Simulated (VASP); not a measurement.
A run of VASP 6.6.1 is set up as follows.

The input INCAR:

```
SYSTEM = Ti4Be3Al6Ni3
PREC = Accurate
ENCUT = 400
EDIFF = 1E-6
ISMEAR = -1
SIGMA = 0.05
LREAL = Auto
LASPH = .TRUE.
NELM = 120
ALGO = Normal
ISIF = 2
LWAVE = .FALSE.
LCHARG = .FALSE.
GGA = PE
ISYM = -1
NBANDS = 65
GGA_COMPAT = .FALSE.
```

File KPOINTS:

```
explicit points
1
Reciprocal
  0.25000000   0.25000000   0.25000000 1
```

File POSCAR:

```
Ti4Be3Al6Ni3
1.0
    5.9660070000     -0.0851050000      0.0886860000
   -0.0851050000      6.3201460000     -0.0851570000
    0.0886860000     -0.0851570000      6.0902670000
Al Ti Be Ni
6 4 3 3
Direct
    0.0315304476      0.7946101826      0.4401983214
    0.8189924356      0.1136791841      0.7065383858
    0.1092602641      0.8987805270      0.9018584239
    0.7272667751      0.5307614247      0.6002049942
    0.8406815210      0.5789679105      1.0795415848
    0.4880957542      0.2419302366      0.9106712059
    0.4796899742      0.8751970408      0.5377838721
    0.8153586958      0.1109867302      0.2056112475
    0.2616997553      0.5255762561      0.6845792463
    0.3489214891      0.6144996726      0.1482753543
    0.1266075908      0.2866581882     -0.0020942217
    0.4711744699      0.3115822666      0.3910202676
    0.5891443582      0.8797066170      0.9469935095
    0.3312285477      0.0218741966      0.2045505404
    0.2009859408      0.1261965231      0.5777510047
    0.0444127402      0.4071339469      0.3709764313
```

Potentials or basis: VASP PAW PBE potentials, release 64 (Al, Ti_sv, Be, Ni).

Command:

```console
$ cat potpaw_PBE.64/Al/POTCAR potpaw_PBE.64/Ti_sv/POTCAR potpaw_PBE.64/Be/POTCAR potpaw_PBE.64/Ni/POTCAR > POTCAR
$ mpirun -np 1 vasp_std > vasp.out
```

Question: Predict the largest force.

Answer: 1.219 eV/Å.

Question: Predict the pressure.

Answer: -1.0 GPa.

Stress tensor (GPa, compression positive):
```
 0.24 -3.76  1.27
-3.76 -1.58 -3.03
 1.27 -3.03 -1.58
```

Caveat: the atoms stand as in a frame of molecular dynamics. Spin polarisation is off, so any magnetic state and its effect on volume and gap are missing.
